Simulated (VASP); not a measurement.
# CdTeS4 (P-6m2) in VASP: further runs

CdTeS4 is run at these levels: PBE; tasks: single point, relaxation of cell and atoms.

Program: VASP 6.6.1. These are calculated values, not measurements. Logs are shortened: lines on timing, memory, paths and dates and some standing lists are left out, and cuts for length are marked.

**1. The cell of the first run**

It takes space group P-6m2 (No. 187, hexagonal). Conventional cell: a = 3.446 Å, b = 3.446 Å, c = 13.656 Å, α = 90.00°, β = 90.00°, γ = 120.00°. Within 3.5 Å of Cd (site symmetry -6m2) lie 6 S at 2.64 Å and 6 Cd at 3.45 Å. Te (site symmetry -6m2) has 6 S at 2.60 Å and 6 Te at 3.45 Å within 3.5 Å. S (site symmetry 3m) has 3 Cd at 2.64 Å and 7 S at 3.45 to 3.49 Å within 3.5 Å. Within 3.5 Å of S (site symmetry 3m) lie 3 Te at 2.60 Å and 7 S at 3.36 to 3.45 Å.

The cell was built from a structure type or drawn by symmetry, and may not be a known phase.

**2. Single point, PBE**

INCAR reads:

```
SYSTEM = CdTeS4
PREC     = Accurate       ! precision mode
ENCUT    = 520            ! plane-wave cutoff, eV
EDIFF    = 1E-6           ! SCF threshold, eV
ISMEAR   = 0              ! smearing method
SIGMA    = 0.1            ! smearing width, eV
LREAL    = .False.        ! projectors in reciprocal space
LASPH    = .True.         ! aspherical terms in the spheres
NELM     = 60             ! most SCF steps
ALGO     = Normal         ! electronic algorithm
ISIF     = 2              ! what is computed and relaxed
LWAVE    = .False.        ! write WAVECAR
LCHARG   = .False.        ! write CHGCAR
GGA      = PE             ! functional
NBANDS   = 30             ! bands
```

KPOINTS reads:

```
regular mesh
0
Gamma
  6 6 2
  0 0 0
```

POSCAR reads:

```
CdTeS4
1.0
    3.4456116500      0.0000000000      0.0000000000
   -1.7228058300      2.9839872200      0.0000000000
    0.0000000000      0.0000000000     13.6556548100
Cd Te S
1 1 4
Direct
    0.0000000000      0.0000000000      0.5000000000
    0.6666666700      0.3333333300      0.0000000000
    0.6666666700      0.3333333300      0.6276410200
    0.0000000000      0.0000000000      0.8771510100
    0.0000000000      0.0000000000      0.1228489900
    0.6666666700      0.3333333300      0.3723589800
```

Potentials or basis: VASP PAW PBE potentials, release 64 (Cd, Te, S).

Command:

```console
cat potpaw_PBE.64/Cd/POTCAR potpaw_PBE.64/Te/POTCAR potpaw_PBE.64/S/POTCAR > POTCAR
mpirun -np 1 vasp_std > vasp.out
```

OUTCAR:

```text
SYSTEM = CdTeS4
   PREC = Accurate
   ENCUT = 520
   EDIFF = 1E-6
   ISMEAR = 0
   LREAL = .False.
   LASPH = .True.
   NELM = 60
   ISIF = 2
   GGA = PE

 ion  position               nearest neighbor table
   1  0.000  0.000  0.500-   3 2.64   6 2.64   3 2.64   6 2.64   3 2.64   6 2.64
   2  0.667  0.333  0.000-   4 2.60   5 2.60   4 2.60   5 2.60   4 2.60   5 2.60
   3  0.667  0.333  0.628-   1 2.64   1 2.64   1 2.64
   4  0.000  0.000  0.877-   2 2.60   2 2.60   2 2.60
   5  0.000  0.000  0.123-   2 2.60   2 2.60   2 2.60
   6  0.667  0.333  0.372-   1 2.64   1 2.64   1 2.64

  LATTYP: Found a hexagonal cell.
 ALAT       =     3.4456116500
 C/A-ratio  =     3.9632019499

  Lattice vectors:

 A1 = (   3.4456116500,   0.0000000000,   0.0000000000)
 A2 = (  -1.7228058300,   2.9839872200,   0.0000000000)
 A3 = (   0.0000000000,   0.0000000000,  13.6556548100)

Analysis of symmetry for initial positions (statically):
=====================================================================
 Subroutine PRICEL returns:
 Original cell was already a primitive cell.

 Routine SETGRP: Setting up the symmetry group for a
 hexagonal supercell.

 Subroutine GETGRP returns: Found 12 space group operations
 (whereof 12 operations were pure point group operations)
 out of a pool of 24 trial point group operations.

The static configuration has the point symmetry D_3h.

Analysis of symmetry for dynamics (positions and initial velocities):
=====================================================================
 Subroutine PRICEL returns:
 Original cell was already a primitive cell.

 Routine SETGRP: Setting up the symmetry group for a
 hexagonal supercell.

 Subroutine GETGRP returns: Found 12 space group operations
 (whereof 12 operations were pure point group operations)
 out of a pool of 24 trial point group operations.

The dynamic configuration has the point symmetry D_3h.

 Subroutine INISYM returns: Found 12 space group operations
 (whereof 12 operations are pure point group operations),
 and found     1 'primitive' translations

----------------------------------------------------------------------------------------

                                     Primitive cell

  volume of cell :     140.4028

  direct lattice vectors                    reciprocal lattice vectors
     3.445611650  0.000000000  0.000000000     0.290224233  0.167561040  0.000000000
    -1.722805830  2.983987220  0.000000000     0.000000000  0.335122079  0.000000000
     0.000000000  0.000000000 13.655654810     0.000000000  0.000000000  0.073229736

  length of vectors
     3.445611650  3.445611652 13.655654810     0.335122079  0.335122079  0.073229736

  position of ions in fractional coordinates (direct lattice)
     0.000000000  0.000000000  0.500000000
     0.666666670  0.333333330  0.000000000
     0.666666670  0.333333330  0.627641020
     0.000000000  0.000000000  0.877151010
     0.000000000  0.000000000  0.122848990
     0.666666670  0.333333330  0.372358980

  ion indices of the primitive-cell ions
   primitive index   ion index
                 1           1
                 2           2
                 3           3
                 4           4
                 5           5
                 6           6

----------------------------------------------------------------------------------------

 KPOINTS: regular mesh

Automatic generation of k-mesh.
 Grid dimensions read from file:
 generate k-points for:    6    6    2

 Generating k-lattice:

  Cartesian coordinates                     Fractional coordinates (reciprocal lattice)
     0.048370706  0.027926840  0.000000000     0.166666667 -0.000000000  0.000000000
     0.000000000  0.055853680  0.000000000     0.000000000  0.166666667  0.000000000
     0.000000000  0.000000000  0.036614868     0.000000000  0.000000000  0.500000000

  Length of vectors
     0.055853680  0.055853680  0.036614868

  Shift w.r.t. Gamma in fractional coordinates (k-lattice)
     0.000000000  0.000000000  0.000000000

 Subroutine IBZKPT returns following result:
 ===========================================

 Found     14 irreducible k-points:

 Following reciprocal coordinates:
            Coordinates               Weight
  0.000000  0.000000  0.000000      1.000000
  0.166667  0.000000  0.000000      6.000000
  0.333333  0.000000  0.000000      6.000000
  0.500000 -0.000000  0.000000      3.000000
  0.166667  0.166667  0.000000      6.000000
  0.333333  0.166667  0.000000     12.000000
  0.333333  0.333333  0.000000      2.000000
  0.000000  0.000000  0.500000      1.000000
  0.166667  0.000000  0.500000      6.000000
  0.333333  0.000000  0.500000      6.000000
  0.500000 -0.000000  0.500000      3.000000
  0.166667  0.166667  0.500000      6.000000
  0.333333  0.166667  0.500000     12.000000
  0.333333  0.333333  0.500000      2.000000
   k-points           NKPTS =     14   k-points in BZ     NKDIM =     14   number of bands    NBANDS=     30
   number of dos      NEDOS =    301   number of ions     NIONS =      6
   total plane-waves  NPLWV =  84672
   dimension x,y,z NGX =    28 NGY =   28 NGZ =  108
   dimension x,y,z NGXF=    56 NGYF=   56 NGZF=  216
   ions per type =               1   1   4
   NGX,Y,Z   is equivalent  to a cutoff of  13.51, 13.51, 13.15 a.u.
   NGXF,Y,Z  is equivalent  to a cutoff of  27.02, 27.02, 26.30 a.u.
 SYSTEM =  CdTeS4
   PREC   = accura    normal or accurate (medium, high low for compatibility)
   ISTART =      0    job   : 0-new  1-cont  2-samecut
   ICHARG =      2    charge: 1-file 2-atom 10-const
   ISPIN  =      1    spin polarized calculation?
   LNONCOLLINEAR =      F non collinear calculations
   LSORBIT =      F    spin-orbit coupling
   LASPH  =      T    aspherical Exc in radial PAW
   ENCUT  =  520.0 eV  38.22 Ry    6.18 a.u.   6.41  6.41 25.39*2*pi/ulx,y,z
   NELM   =     60;   NELMIN=  2; NELMDL= -5     # of ELM steps
   EDIFF  = 0.1E-05   stopping-criterion for ELM
   LREAL  =      F    real-space projection
   EDIFFG = 0.1E-04   stopping-criterion for IOM
   NSW    =      0    number of steps for IOM
   IBRION =     -1    ionic relax: 0-MD 1-quasi-New 2-CG
   NFREE  =      0    steps in history (QN), initial steepest desc. (CG)
   ISIF   =      2    stress and relaxation
   ISYM   =      2    0-nonsym 1-usesym 2-fastsym
   POTIM  = 0.5000    time-step for ionic-motion
   TEBEG  =    0.0;   TEEND  =   0.0 temperature during run
   PSTRESS=    0.0 pullay stress
   NELECT =      42.0000    total number of electrons
   NUPDOWN=      -1.0000    fix difference up-down
   EMIN   =  10.00;   EMAX   =-10.00  energy-range for DOS
   EFERMI =   0.00;   METHOD = LEGACY
   ISMEAR =     0;   SIGMA  =   0.10  broadening in eV -4-tet -1-fermi 0-gaus
   EFERMI_NEDOS =   21; number of points for ismear=-14 and -15
   IALGO  =     38    algorithm
   IMIX   =      4    mixing-type and parameters
     AMIX     =   0.40;   BMIX     =  1.00
     AMIX_MAG =   1.60;   BMIX_MAG =  1.00
  volume/ion in A,a.u.               =      23.40       157.91
  Fermi-wavevector in a.u.,A,eV,Ry     =   1.094879  2.069021 16.310110  1.198759
  Thomas-Fermi vector in A             =   2.231192
   LORBIT       =      0    0 simple, 1 ext, 2 COOP (PROOUT), +10 PAW based schemes
   GGA     = PE    functional components
   LHFCALC =     F    Hartree Fock is set to
   AEXX    =    0.0000 exact exchange contribution
   IVDW    =     0    specifies the selected vdW correction
   LEPSILON=     F    determine dielectric tensor
   LRPA    =     F    only Hartree local field effects (RPA)
 non-spin polarized calculation
 Gauss-broadening in eV      SIGMA  =   0.10
  energy-cutoff  :      520.00
  volume of cell :      140.40
 maximum number of plane-waves:      3814
 NGX is ok and might be reduce to    28
   NGX = 13   NGY = 13   NGZ = 51

 number of electron      42.0000004 magnetization

 Free energy of the ion-electron system (eV)
  ---------------------------------------------------
  ext. energy  EPLUGINS =         0.00000000
  ---------------------------------------------------
  free energy    TOTEN  =       -17.76542705 eV

  energy without entropy =      -17.73633459  energy(sigma->0) =      -17.75088082

 E-fermi :   3.7683     XC(G=0):  -9.3986

 val. band max:        3.7551217788   @ k =   0.1667   0.0000   0.5000
 cond. band min:       3.7854338170   @ k =   0.3333   0.3333   0.0000
 fundamental gap:      0.0303120382
 Fermi energy:         3.7683338929

 k-point     1 :       0.0000    0.0000    0.0000
  band No.  band energies     occupation
      1     -12.8906      2.00000
      2      -9.8913      2.00000
      3      -9.0995      2.00000
      4      -8.3745      2.00000
      5      -5.4937      2.00000
      6      -4.2293      2.00000
[... 22 lines left out ...]
     29      11.7637      0.00000
     30      11.9836      0.00000

 k-point     2 :       0.1667    0.0000    0.0000
  band No.  band energies     occupation
      1     -12.4829      2.00000
      2      -9.5998      2.00000
      3      -8.8456      2.00000
      4      -8.2224      2.00000
      5      -5.5927      2.00000
      6      -4.2413      2.00000
[... 22 lines left out ...]
     29      11.4534      0.00000
     30      11.5491      0.00000

 k-point     3 :       0.3333    0.0000    0.0000
  band No.  band energies     occupation
      1     -11.3295      2.00000
      2      -8.8837      2.00000
      3      -8.2626      2.00000
      4      -7.8939      2.00000
      5      -6.6102      2.00000
      6      -4.2816      2.00000
[... 22 lines left out ...]
     29      10.7609      0.00000
     30      11.2559      0.00000

 k-point     4 :       0.5000   -0.0000    0.0000
  band No.  band energies     occupation
      1     -10.1903      2.00000
      2      -8.4105      2.00000
      3      -7.9837      2.00000
      4      -7.9198      2.00000
      5      -7.7167      2.00000
      6      -4.2200      2.00000
[... 286 lines left out ...]
     29      10.5772      0.00000
     30      11.1697      0.00000

 k-point    13 :       0.3333    0.1667    0.5000
  band No.  band energies     occupation
      1     -10.3288      2.00000
      2      -8.4319      2.00000
      3      -7.9309      2.00000
      4      -7.7133      2.00000
      5      -7.5969      2.00000
      6      -4.1908      2.00000
[... 22 lines left out ...]
     29      10.7906      0.00000
     30      11.7362      0.00000

 k-point    14 :       0.3333    0.3333    0.5000
  band No.  band energies     occupation
      1      -9.3330      2.00000
      2      -8.4517      2.00000
      3      -8.1790      2.00000
      4      -7.7642      2.00000
      5      -7.6122      2.00000
      6      -4.3233      2.00000
[... 22 lines left out ...]
     29      11.7309      0.00000
     30      11.8481      0.00000

------------------------ aborting loop because EDIFF is reached ----------------------------------------

  FORCE on cell =-STRESS in cart. coord.  units (eV):
  Direction    XX          YY          ZZ          XY          YZ          ZX
  --------------------------------------------------------------------------------------
  -------------------------------------------------------------------------------------
  Total        5.7047095      5.7047095      5.2630996     -0.0000000      0.0000000      0.0000000
  in kB       65.0980979     65.0980979     60.0587592     -0.0000001      0.0000000      0.0000000
  external PRESSURE =      63.4183183 kB  Pullay stress =       0.0000000 kB

 VOLUME and BASIS-vectors are now :
 -----------------------------------------------------------------------------
  energy-cutoff  :      520.00
  volume of cell :      140.40
      direct lattice vectors                 reciprocal lattice vectors
     3.445611650  0.000000000  0.000000000     0.290224233  0.167561040  0.000000000
    -1.722805830  2.983987220  0.000000000     0.000000000  0.335122079  0.000000000
     0.000000000  0.000000000 13.655654810     0.000000000  0.000000000  0.073229736

 POSITION                                       TOTAL-FORCE (eV/Angst)
 -----------------------------------------------------------------------------------
      0.00000      0.00000      6.82783         0.000000      0.000000      0.000000
      1.72281      0.99466      0.00000         0.000000     -0.000000      0.000000
      1.72281      0.99466      8.57085        -0.000000      0.000000      0.229346
      0.00000      0.00000     11.97807         0.000000      0.000000     -1.322755
      0.00000      0.00000      1.67758         0.000000      0.000000      1.322755
      1.72281      0.99466      5.08481        -0.000000     -0.000000     -0.229346
 -----------------------------------------------------------------------------------
    total drift:                               -0.000023      0.000014      0.000000

  FREE ENERGIE OF THE ION-ELECTRON SYSTEM (eV)
  ---------------------------------------------------
  free  energy   TOTEN  =       -17.7654270480 eV

  energy  without entropy=      -17.7363345900  energy(sigma->0) =      -17.75088082
```

Wall time 83 s (1 thread of Intel Xeon Platinum 8488C (Sapphire Rapids), shared host); peak memory 0.3 GiB.

Results:

* Free energy: -17.7654 eV
* Pressure: 6.3 GPa
* Largest force: 1.323 eV/Å
* Band gap on the k mesh: zero (bands 21 and 22 overlap by 0.79 eV)

Forces on the atoms (eV/Å):
```
Cd   0.000  0.000  0.000
Te   0.000  0.000  0.000
S    0.000  0.000  0.229
S    0.000  0.000 -1.323
S    0.000  0.000  1.323
S    0.000  0.000 -0.229
```

Stress tensor (GPa, compression positive):
```
6.51 0.00 0.00
0.00 6.51 0.00
0.00 0.00 6.01
```

Levels at points of the mesh, in eV from the Fermi level:
```tsv
k point	band 18	band 19	band 20	band 21	band 22	band 23	band 24	band 25
(0.00, 0.00, 0.00)	-0.67	0.52	0.52	0.71	0.71	1.66	1.66	2.62
(0.50, 0.00, 0.00)	-1.70	-1.59	-0.80	-0.08	0.19	0.45	2.12	2.68
(0.00, 0.00, 0.50)	-0.47	0.52	0.52	0.71	0.71	1.66	1.66	2.50
(0.50, 0.00, 0.50)	-1.64	-1.59	-0.79	-0.23	0.18	0.59	2.07	2.69
```

Caveat: the cell stands under pressure; semilocal functionals underestimate gaps, so a narrow gap can read as zero; spin-orbit coupling is left out, which moves the levels of the heavy elements; forces of over 1 eV/Å act on the atoms, so gaps and moduli don't describe the material at rest.

**3. Single point, PBE**

This run uses another cell than the first one, of 26.28 Å³/atom.

INCAR reads:

```
SYSTEM = CdTeS4
ALGO = Normal ; EDIFF = 1E-7
ENCUT = 520 ; GGA = PE
ISIF = 2 ; ISMEAR = 0
LASPH = .True. ; LCHARG = .False.
LREAL = .False. ; LWAVE = .False.
NBANDS = 30 ; NELM = 80
PREC = Accurate ; SIGMA = 0.1
```

KPOINTS reads:

```
k-points
0
Gamma
  6 6 2
  0 0 0
```

POSCAR reads:

```
CdTeS4
1.0
    3.9781035144      0.0000000033      0.0000000000
   -1.9890517601      3.4451387007      0.0000000000
    0.0000000000      0.0000000000     11.5058040596
Cd Te S
1 1 4
Direct
    0.0000000000      0.0000000000      0.5000000000
    0.6666666667      0.3333333333      0.0000000000
    0.6666666667      0.3333333333      0.6034194390
    0.0000000000      0.0000000000      0.8579853118
    0.0000000000      0.0000000000      0.1420146882
    0.6666666667      0.3333333333      0.3965805610
```

Potentials or basis: VASP PAW PBE potentials, release 64 (Cd, Te, S).

Command:

```console
cat potpaw_PBE.64/Cd/POTCAR potpaw_PBE.64/Te/POTCAR potpaw_PBE.64/S/POTCAR > POTCAR
mpirun -np 1 vasp_std > vasp.out
```

It took 71 s on 1 thread of Intel Xeon Platinum 8488C (Sapphire Rapids), shared host; peak memory 0.29 GiB.

Results (log left out):

```
Free energy   : -18.8139 eV
Pressure      : 0.0 GPa
Largest force : 0.024 eV/Å
```

Forces on the atoms (eV/Å):
```
Cd   0.000  0.000  0.000
Te   0.000  0.000  0.000
S    0.000  0.000  0.007
S    0.000  0.000  0.024
S    0.000  0.000 -0.024
S    0.000  0.000 -0.007
```

Stress tensor (GPa, compression positive):
```
 0.08  0.00  0.00
 0.00  0.08  0.00
 0.00  0.00 -0.06
```

Levels at points of the mesh, in eV from the Fermi level:
| k point | band 19 | band 20 | band 21 | band 22 | band 23 | band 24 |
| --- | --- | --- | --- | --- | --- | --- |
| (0.00, 0.00, 0.00) | -1.45 | -0.09 | -0.09 | -0.04 | 0.18 | 0.18 |
| (0.50, 0.00, 0.00) | -1.94 | -1.10 | -0.12 | 0.55 | 1.16 | 1.51 |
| (0.00, 0.00, 0.50) | -1.40 | -0.10 | -0.10 | 0.19 | 0.19 | 0.42 |
| (0.50, 0.00, 0.50) | -1.71 | -1.22 | -0.17 | 0.23 | 1.15 | 1.55 |

Caveat: spin-orbit coupling is left out, which moves the levels of the heavy elements.

[end of part 1 of 2]
